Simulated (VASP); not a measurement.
Runs of VASP 6.6.1 on SiAs4. The structure is that of space group P-43m (No. 215), or close to it. The cells are those of the table. 

```tsv
task	cell	k mesh	cutoff (eV)	gap on the mesh (eV)	pressure (GPa)	relaxed volume (Å³/atom)	largest force (eV/Å)
relaxation of cell and atoms	relaxed from a = 4.943 Å, 5 atoms	4 × 4 × 4	600	none	-0.1	21.92	-
single point	a = 4.943 Å, 5 atoms	4 × 4 × 4	520	none	7.6	-	-
single point	a = 4.769 Å, 5 atoms	8 × 8 × 8	520	none	(a)	-	(b)
relaxation of cell and atoms	relaxed from a = 4.791 Å, 5 atoms	8 × 8 × 8	600	none	0.0	21.72	0.01
single point	a = 4.791 Å, 5 atoms	4 × 4 × 4	520	none	0.2	-	0.08
```

Alike in all rows: level PBE; potentials or basis VASP PAW PBE potentials, release 64 (Si, As); no spin polarisation; smearing gaussian 0.1 eV.

Task: Estimate the missing entries.

Result: (a) 0.1; (b) 0.03.

A k mesh can miss the band edges, and the runs leave out spin-orbit coupling on As.

A gap of «none» marks levels without a gap at the run's occupations.
